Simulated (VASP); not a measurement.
Input of a VASP 6.6.1 run:

Contents of INCAR:

```
ALGO = Normal
EDIFF = 1E-6
ENCUT = 520
GGA = PE
ISIF = 2
ISMEAR = -1
LASPH = T
LCHARG = F
LREAL = F
LWAVE = F
NBANDS = 38
NELM = 100
PREC = Accurate
SIGMA = 0.1
```

Contents of KPOINTS:

```
k-points
0
Gamma
  5 5 3
```

Contents of POSCAR:

```
TaSi2
1.0
    4.7800000000      0.0000000000      0.0000000000
   -2.3900000000      4.1396010000      0.0000000000
    0.0000000000      0.0000000000      6.5640000000
Ta Si
3 6
Direct
    0.5000000000      0.0000000000      0.5000000000
    0.5000000000      0.5000000000      0.8333333333
    0.0000000000      0.5000000000      0.1666666667
    0.1666666667      0.3333000000      0.5000000000
    0.8333333333      0.1666666667      0.8333333333
    0.6667000000      0.8333333333      0.1666666667
    0.8333333333      0.6667000000      0.5000000000
    0.1666666667      0.8333333333      0.8333333333
    0.3333000000      0.1666666667      0.1666666667
```

Potentials or basis: VASP PAW PBE potentials, release 64 (Ta_pv, Si).

Launch:

```sh
$ cat potpaw_PBE.64/Ta_pv/POTCAR potpaw_PBE.64/Si/POTCAR > POTCAR
$ mpirun -np 1 vasp_std > vasp.out
```

(1) Predict the pressure.

(2) What does it give for the largest force?

Answers

(1) 3.7 GPa.

(2) 0.767 eV/Å.
